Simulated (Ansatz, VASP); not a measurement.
Ti in VASP and in Ansatz

```
Ti
1.0
     2.86150    0.00000    0.00000
    -1.43075    2.47813    0.00000
     0.00000    0.00000    4.75629
Ti
2
Direct
  0.33333 0.66667 0.25000
  0.66667 0.33333 0.75000
```

Change from the starting cell: strain -0.030 along x and y, +0.015 along z, atoms carried along.

Alike in both runs: task single point; functional r2SCAN; k mesh 18 × 18 × 10; occupations gaussian, width 0.15 eV; no spin polarisation.

```csv
,VASP,Ansatz
version,VASP 6.6.1,Ansatz 0.2.0
potentials or method,"VASP PAW PBE potentials, release 64 (Ti_sv), cutoff 520 eV","scalar-relativistic, plane waves, PAW"
valence electrons in the cell,24,24
```

```tsv
	VASP	Ansatz	Ansatz less VASP
gap on the k mesh at the Fermi level (eV)	none	none	-
pressure (GPa)	3.6	3.2	-0.40
traceless stress, the component that is largest in VASP (GPa)	-4.37	-4.36	+0.011
```

VASP's potentials were made for PBE, not for r2SCAN. A gap of «none» marks a metal or a gap that the smearing closes. With one functional, cell and mesh, what is left measures potentials, basis and numerics.
